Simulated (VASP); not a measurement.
# K (Cmcm) in VASP: further runs

Runs on K. Level: PBEsol. Tasks: single point, relaxation of cell and atoms.

Everything below comes from runs of VASP 6.6.1. Logs are shortened: lines on timing, memory, paths and dates and some standing lists are left out, and cuts for length are marked.

## 1. The cell of the first run

The typed cell holds 2 atoms: a = 3.186 Å, b = 3.186 Å, c = 5.379 Å, α = 90.00°, β = 90.00°, γ = 120.02°.

This isn't the form of K at room conditions, which is bcc.

## 2. Single point, PBEsol

INCAR reads:

```
PREC = Accurate ; ENCUT = 520
EDIFF = 1E-6 ; ISMEAR = 0
SIGMA = 0.1 ; LREAL = False
LASPH = True ; NELM = 60
ALGO = Fast ; ISIF = 2
LWAVE = False ; LCHARG = False
GGA = PS ; NBANDS = 16
```

KPOINTS reads:

```
Automatic mesh
0
Gamma
  14 14 8
```

POSCAR reads:

```
K
1.0
    1.5921966987     -2.7591240222      0.0000000000
    1.5921966987      2.7591240222      0.0000000000
    0.0000000000      0.0000000000      5.3792108174
K
2
Direct
    0.8329099719      0.1670900281      0.2500000000
    0.1670900281      0.8329099719      0.7500000000
```

Potentials or basis: VASP PAW PBE potentials, release 64 (K_sv).

On the command line:

```console
cat potpaw_PBE.64/K_sv/POTCAR > POTCAR
mpirun -np 1 vasp_std > vasp.out
```

OUTCAR:

```text
PREC = Accurate
   ENCUT = 520
   EDIFF = 1E-6
   ISMEAR = 0
   LREAL = False
   LASPH = True
   NELM = 60
   ISIF = 2
   GGA = PS

 ion  position               nearest neighbor table
   1  0.833  0.167  0.250-   2 3.26   2 3.26   2 3.26   2 3.26   2 3.26   2 3.26
   2  0.167  0.833  0.750-   1 3.26   1 3.26   1 3.26   1 3.26   1 3.26   1 3.26

  LATTYP: Found a base centered orthorhombic cell.
 ALAT       =     3.1843933974
 B/A-ratio  =     1.7329039964
 C/A-ratio  =     1.6892419202

  Lattice vectors:

 A1 = (   1.5921966987,  -2.7591240222,   0.0000000000)
 A2 = (   1.5921966987,   2.7591240222,   0.0000000000)
 A3 = (   0.0000000000,   0.0000000000,   5.3792108174)

Analysis of symmetry for initial positions (statically):
=====================================================================
 Subroutine PRICEL returns:
 Original cell was already a primitive cell.

 Routine SETGRP: Setting up the symmetry group for a
 base centered orthorhombic supercell.

 Subroutine GETGRP returns: Found  8 space group operations
 (whereof  4 operations were pure point group operations)
 out of a pool of  8 trial point group operations.

The static configuration has the point symmetry C_2h.
 The point group associated with its full space group is D_2h.

Analysis of symmetry for dynamics (positions and initial velocities):
=====================================================================
 Subroutine PRICEL returns:
 Original cell was already a primitive cell.

 Routine SETGRP: Setting up the symmetry group for a
 base centered orthorhombic supercell.

 Subroutine GETGRP returns: Found  8 space group operations
 (whereof  4 operations were pure point group operations)
 out of a pool of  8 trial point group operations.

The dynamic configuration has the point symmetry C_2h.
 The point group associated with its full space group is D_2h.

 Subroutine INISYM returns: Found  8 space group operations
 (whereof  4 operations are pure point group operations),
 and found     1 'primitive' translations

----------------------------------------------------------------------------------------

                                     Primitive cell

  volume of cell :      47.2625

  direct lattice vectors                    reciprocal lattice vectors
     1.592196699 -2.759124022  0.000000000     0.314031552 -0.181216936  0.000000000
     1.592196699  2.759124022  0.000000000     0.314031552  0.181216936  0.000000000
     0.000000000  0.000000000  5.379210817     0.000000000  0.000000000  0.185900875

  length of vectors
     3.185569917  3.185569917  5.379210817     0.362567777  0.362567777  0.185900875

  position of ions in fractional coordinates (direct lattice)
     0.832909972  0.167090028  0.250000000
     0.167090028  0.832909972  0.750000000

  ion indices of the primitive-cell ions
   primitive index   ion index
                 1           1
                 2           2

----------------------------------------------------------------------------------------

 KPOINTS: Automatic mesh

Automatic generation of k-mesh.
 Grid dimensions read from file:
 generate k-points for:   14   14    8

 Generating k-lattice:

  Cartesian coordinates                     Fractional coordinates (reciprocal lattice)
     0.022430825 -0.012944067  0.000000000     0.071428571  0.000000000  0.000000000
     0.022430825  0.012944067  0.000000000     0.000000000  0.071428571  0.000000000
     0.000000000  0.000000000  0.023237609     0.000000000  0.000000000  0.125000000

  Length of vectors
     0.025897698  0.025897698  0.023237609

  Shift w.r.t. Gamma in fractional coordinates (k-lattice)
     0.000000000  0.000000000  0.000000000

 Subroutine IBZKPT returns following result:
 ===========================================

 Found    285 irreducible k-points:

 Following reciprocal coordinates:
            Coordinates               Weight
  0.000000  0.000000  0.000000      1.000000
  0.071429  0.000000  0.000000      4.000000
  0.142857  0.000000  0.000000      4.000000
  0.214286  0.000000  0.000000      4.000000
  0.285714  0.000000  0.000000      4.000000
  0.357143  0.000000  0.000000      4.000000
[... 16 lines left out ...]
  0.214286  0.142857  0.000000      4.000000
  0.285714  0.142857  0.000000      4.000000
 [... further k-points ...]
   k-points           NKPTS =    285   k-points in BZ     NKDIM =    285   number of bands    NBANDS=     16
   number of dos      NEDOS =    301   number of ions     NIONS =      2
   total plane-waves  NPLWV =  23040
   dimension x,y,z NGX =    24 NGY =   24 NGZ =   40
   dimension x,y,z NGXF=    48 NGYF=   48 NGZF=   80
   ions per type =               2
   NGX,Y,Z   is equivalent  to a cutoff of  12.52, 12.52, 12.36 a.u.
   NGXF,Y,Z  is equivalent  to a cutoff of  25.05, 25.05, 24.72 a.u.
 SYSTEM =  unknown system
   PREC   = accura    normal or accurate (medium, high low for compatibility)
   ISTART =      0    job   : 0-new  1-cont  2-samecut
   ICHARG =      2    charge: 1-file 2-atom 10-const
   ISPIN  =      1    spin polarized calculation?
   LNONCOLLINEAR =      F non collinear calculations
   LSORBIT =      F    spin-orbit coupling
   LASPH  =      T    aspherical Exc in radial PAW
   ENCUT  =  520.0 eV  38.22 Ry    6.18 a.u.   5.92  5.92 10.00*2*pi/ulx,y,z
   NELM   =     60;   NELMIN=  2; NELMDL= -5     # of ELM steps
   EDIFF  = 0.1E-05   stopping-criterion for ELM
   LREAL  =      F    real-space projection
   EDIFFG = 0.1E-04   stopping-criterion for IOM
   NSW    =      0    number of steps for IOM
   IBRION =     -1    ionic relax: 0-MD 1-quasi-New 2-CG
   NFREE  =      0    steps in history (QN), initial steepest desc. (CG)
   ISIF   =      2    stress and relaxation
   ISYM   =      2    0-nonsym 1-usesym 2-fastsym
   POTIM  = 0.5000    time-step for ionic-motion
   TEBEG  =    0.0;   TEEND  =   0.0 temperature during run
   PSTRESS=    0.0 pullay stress
   NELECT =      18.0000    total number of electrons
   NUPDOWN=      -1.0000    fix difference up-down
   EMIN   =  10.00;   EMAX   =-10.00  energy-range for DOS
   EFERMI =   0.00;   METHOD = LEGACY
   ISMEAR =     0;   SIGMA  =   0.10  broadening in eV -4-tet -1-fermi 0-gaus
   EFERMI_NEDOS =   21; number of points for ismear=-14 and -15
   IALGO  =     68    algorithm
   IMIX   =      4    mixing-type and parameters
     AMIX     =   0.40;   BMIX     =  1.00
     AMIX_MAG =   1.60;   BMIX_MAG =  1.00
  volume/ion in A,a.u.               =      23.63       159.47
  Fermi-wavevector in a.u.,A,eV,Ry     =   1.186661  2.242465 19.159253  1.408165
  Thomas-Fermi vector in A             =   2.322829
   LORBIT       =      0    0 simple, 1 ext, 2 COOP (PROOUT), +10 PAW based schemes
   GGA     = PS    functional components
   LHFCALC =     F    Hartree Fock is set to
   AEXX    =    0.0000 exact exchange contribution
   IVDW    =     0    specifies the selected vdW correction
   LEPSILON=     F    determine dielectric tensor
   LRPA    =     F    only Hartree local field effects (RPA)
 non-spin polarized calculation
 RMM-DIIS sequential band-by-band and
 Gauss-broadening in eV      SIGMA  =   0.10
  energy-cutoff  :      520.00
  volume of cell :       47.26
 maximum number of plane-waves:      1296
   NGX = 11   NGY = 11   NGZ = 21

 number of electron      18.0000004 magnetization

 Free energy of the ion-electron system (eV)
  ---------------------------------------------------
  ext. energy  EPLUGINS =         0.00000000
  ---------------------------------------------------
  free energy    TOTEN  =         1.25073940 eV

  energy without entropy =        1.26024619  energy(sigma->0) =        1.25549280

 E-fermi :   4.2944     XC(G=0):  -9.5155

 val. band max:        4.2802339216   @ k =  -0.4286   0.3571   0.3750
 cond. band min:       4.2969290808   @ k =   0.4286   0.4286   0.1250
 fundamental gap:      0.0166951592
 Fermi energy:         4.2944134637

 k-point     1 :       0.0000    0.0000    0.0000
  band No.  band energies     occupation
      1     -28.4256      2.00000
      2     -28.0775      2.00000
      3     -12.8309      2.00000
      4     -11.1115      2.00000
      5     -11.1099      2.00000
      6     -10.9986      2.00000
[... 8 lines left out ...]
     15       9.4983      0.00000
     16       9.5147      0.00000

 k-point     2 :       0.0714    0.0000    0.0000
  band No.  band energies     occupation
      1     -28.4084      2.00000
      2     -28.0676      2.00000
      3     -12.7984      2.00000
      4     -11.1978      2.00000
      5     -11.1347      2.00000
      6     -11.0214      2.00000
[... 8 lines left out ...]
     15       9.3023      0.00000
     16       9.6480      0.00000

 k-point     3 :       0.1429    0.0000    0.0000
  band No.  band energies     occupation
      1     -28.3593      2.00000
      2     -28.0402      2.00000
      3     -12.7042      2.00000
      4     -11.4390      2.00000
      5     -11.2614      2.00000
      6     -11.2002      2.00000
[... 8 lines left out ...]
     15       9.3197      0.00000
     16       9.6455      0.00000

 k-point     4 :       0.2143    0.0000    0.0000
  band No.  band energies     occupation
      1     -28.2857      2.00000
      2     -28.0016      2.00000
      3     -12.5575      2.00000
      4     -11.7818      2.00000
      5     -11.5803      2.00000
      6     -11.2893      2.00000
[... 8 lines left out ...]
     15       9.5692      0.00000
     16       9.7675      0.00000

 k-point     5 :       0.2857    0.0000    0.0000
  band No.  band energies     occupation
      1     -28.1990      2.00000
      2     -27.9615      2.00000
      3     -12.3740      2.00000
      4     -12.1499      2.00000
      5     -11.9076      2.00000
      6     -11.3828      2.00000
[... 8 lines left out ...]
     15       9.1510      0.00000
     16      10.5438      0.00000

 k-point     6 :       0.3571    0.0000    0.0000
  band No.  band energies     occupation
      1     -28.1141      2.00000
      2     -27.9302      2.00000
      3     -12.4690      2.00000
      4     -12.1857      2.00000
      5     -12.1771      2.00000
      6     -11.4634      2.00000
[... 8 lines left out ...]
     15       8.8293      0.00000
     16      11.5311      0.00000

 k-point     7 :       0.4286    0.0000    0.0000
  band No.  band energies     occupation
      1     -28.0480      2.00000
      2     -27.9148      2.00000
      3     -12.6829      2.00000
      4     -12.3710      2.00000
      5     -12.0042      2.00000
      6     -11.5176      2.00000
[... 8 lines left out ...]
     15       8.6825      0.00000
     16      12.6858      0.00000

 k-point     8 :       0.5000    0.0000    0.0000
  band No.  band energies     occupation
      1     -28.0212      2.00000
      2     -27.9121      2.00000
      3     -12.7580      2.00000
      4     -12.4359      2.00000
      5     -11.9262      2.00000
      6     -11.5366      2.00000
[... 8 lines left out ...]
     15       8.7877      0.00000
     16      13.6207      0.00000

 k-point     9 :       0.0714    0.0714    0.0000
  band No.  band energies     occupation
      1     -28.3752      2.00000
      2     -28.0489      2.00000
      3     -12.7350      2.00000
      4     -11.3454      2.00000
      5     -11.2476      2.00000
      6     -11.1237      2.00000
[... 8 lines left out ...]
     15       9.1912      0.00000
     16       9.7806      0.00000
[... 172 lines left out ...]
 k-point    19 :      -0.2143    0.0714    0.0000
  band No.  band energies     occupation
      1     -28.3139      2.00000
      2     -28.0159      2.00000
      3     -12.6148      2.00000
      4     -11.6171      2.00000
      5     -11.5033      2.00000
      6     -11.2303      2.00000
[... 8 lines left out ...]
     15       9.3981      0.00000
     16       9.8230      0.00000

 k-point    20 :      -0.1429    0.0714    0.0000
  band No.  band energies     occupation
      1     -28.3753      2.00000
      2     -28.0489      2.00000
      3     -12.7353      2.00000
      4     -11.3437      2.00000
      5     -11.2487      2.00000
      6     -11.1247      2.00000
[... 8 lines left out ...]
     15       9.1938      0.00000
     16       9.7896      0.00000

 k-point    21 :      -0.0714    0.0714    0.0000
  band No.  band energies     occupation
      1     -28.4085      2.00000
      2     -28.0676      2.00000
      3     -12.7985      2.00000
      4     -11.1966      2.00000
      5     -11.1357      2.00000
      6     -11.0225      2.00000
[... 8 lines left out ...]
     15       9.2896      0.00000
     16       9.6598      0.00000

 k-point    22 :       0.1429    0.1429    0.0000
  band No.  band energies     occupation
      1     -28.2455      2.00000
      2     -27.9821      2.00000
      3     -12.4745      2.00000
      4     -11.8287      2.00000
      5     -11.8184      2.00000
      6     -11.3166      2.00000
[... 8 lines left out ...]
     15       9.4932      0.00000
     16       9.7008      0.00000

 k-point    23 :       0.2143    0.1429    0.0000
  band No.  band energies     occupation
      1     -28.1652      2.00000
      2     -27.9475      2.00000
      3     -12.2993      2.00000
      4     -12.1438      2.00000
      5     -12.0297      2.00000
      6     -11.4546      2.00000
[... 8 lines left out ...]
     15       9.0376      0.00000
     16      10.2352      0.00000

 k-point    24 :       0.2857    0.1429    0.0000
  band No.  band energies     occupation
      1     -28.0862      2.00000
      2     -27.9214      2.00000
      3     -12.4177      2.00000
      4     -12.2002      2.00000
      5     -12.1099      2.00000
      6     -11.5962      2.00000
[... 8 lines left out ...]
     15       8.5705      0.00000
     16      10.9690      0.00000

 [... further k-points ...]
[... 5 lines left out ...]
  --------------------------------------------------------------------------------------
  -------------------------------------------------------------------------------------
  Total        7.4049220      7.4045530      7.4038208      0.0000000     -0.0000000      0.0000000
  in kB      251.0236085    251.0111007    250.9862770      0.0000000     -0.0000000      0.0000000
  external PRESSURE =     251.0069954 kB  Pullay stress =       0.0000000 kB

 VOLUME and BASIS-vectors are now :
 -----------------------------------------------------------------------------
  energy-cutoff  :      520.00
  volume of cell :       47.26
      direct lattice vectors                 reciprocal lattice vectors
     1.592196699 -2.759124022  0.000000000     0.314031552 -0.181216936  0.000000000
     1.592196699  2.759124022  0.000000000     0.314031552  0.181216936  0.000000000
     0.000000000  0.000000000  5.379210817     0.000000000  0.000000000  0.185900875

 POSITION                                       TOTAL-FORCE (eV/Angst)
 -----------------------------------------------------------------------------------
      1.59220     -1.83708      1.34480         0.000000     -0.000384      0.000000
      1.59220      1.83708      4.03441         0.000000      0.000384     -0.000000
 -----------------------------------------------------------------------------------
    total drift:                                0.000000      0.000000     -0.000000

  FREE ENERGIE OF THE ION-ELECTRON SYSTEM (eV)
  ---------------------------------------------------
  free  energy   TOTEN  =         1.2507394017 eV

  energy  without entropy=        1.2602461934  energy(sigma->0) =        1.25549280
```

Run time: 73 s. Hardware: 1 thread of Intel Xeon 6975P-C (Granite Rapids), shared host; peak memory 0.28 GiB.

Results:

| Item | Value |
| --- | --- |
| Free energy | 1.2507 eV |
| Pressure | 25.1 GPa |
| Band gap on the k mesh | zero (bands 9 and 10 overlap by 2.51 eV) |

Caveat: the cell stands under pressure; the PAW data sets were made with another functional, which shifts forces and pressure a little.

## 3. Single point, PBEsol

This run uses another cell than the first one, of 32.35 Å³/atom.

INCAR reads:

```
SYSTEM = K
  ALGO = Fast
  EDIFF = 1E-6
  ENCUT = 520
  GGA = PS
  ISIF = 2
  ISMEAR = 0
  LASPH = .TRUE.
  LCHARG = .FALSE.
  LREAL = .FALSE.
  LWAVE = .FALSE.
  NBANDS = 16
  NELM = 60
  PREC = Accurate
  SIGMA = 0.1
```

KPOINTS reads:

```
k-points
0
G
  12 12 8
  0 0 0
```

POSCAR reads:

```
K
1.0
    1.7993621250     -3.0875838216      0.0000000000
    1.7993621250      3.0875838216      0.0000000000
    0.0000000000      0.0000000000      5.8227075926
K
2
Direct
    0.8303488664      0.1696511336      0.2500000000
    0.1696511336      0.8303488664      0.7500000000
```

Potentials or basis: VASP PAW PBE potentials, release 64 (K_sv).

On the command line:

```console
cat potpaw_PBE.64/K_sv/POTCAR > POTCAR
mpirun -np 1 vasp_std > vasp.out
```

Wall time 1.9 min (1 thread of Intel Xeon 6975P-C (Granite Rapids), shared host); peak memory 0.3 GiB.

The run converged. Its results:

```
Free energy            : -0.6694 eV
Pressure               : 12.0 GPa
Band gap on the k mesh : zero (bands 9 and 10 overlap by 3.06 eV)
```

Levels at points of the mesh, in eV from the Fermi level:
| k point | band 5 | band 6 | band 7 | band 8 | band 9 | band 10 | band 11 | band 12 | band 13 | band 14 |
| --- | --- | --- | --- | --- | --- | --- | --- | --- | --- | --- |
| (0.00, 0.00, 0.00) | -15.39 | -15.29 | -15.29 | -15.29 | -3.39 | -0.06 | 1.61 | 4.31 | 4.47 | 4.50 |
| (0.50, 0.00, 0.00) | -15.76 | -15.58 | -15.49 | -15.39 | 0.13 | 0.42 | 0.88 | 1.62 | 3.16 | 4.00 |
| (0.50, 0.50, 0.00) | -15.77 | -15.60 | -15.47 | -15.40 | 0.12 | 0.45 | 0.82 | 1.60 | 3.34 | 4.11 |
| (0.00, 0.00, 0.50) | -15.35 | -15.35 | -15.34 | -15.34 | -1.97 | -1.97 | 2.97 | 2.97 | 4.35 | 4.35 |
| (0.50, 0.00, 0.50) | -15.50 | -15.50 | -15.48 | -15.48 | 0.02 | 0.02 | 1.89 | 1.89 | 3.01 | 3.01 |
| (0.50, 0.50, 0.50) | -15.50 | -15.50 | -15.50 | -15.50 | 0.05 | 0.05 | 1.85 | 1.85 | 3.10 | 3.10 |

Caveat: the cell stands under pressure; the PAW data sets were made with another functional, which shifts forces and pressure a little.

(Part 1 of 2 ends here.)
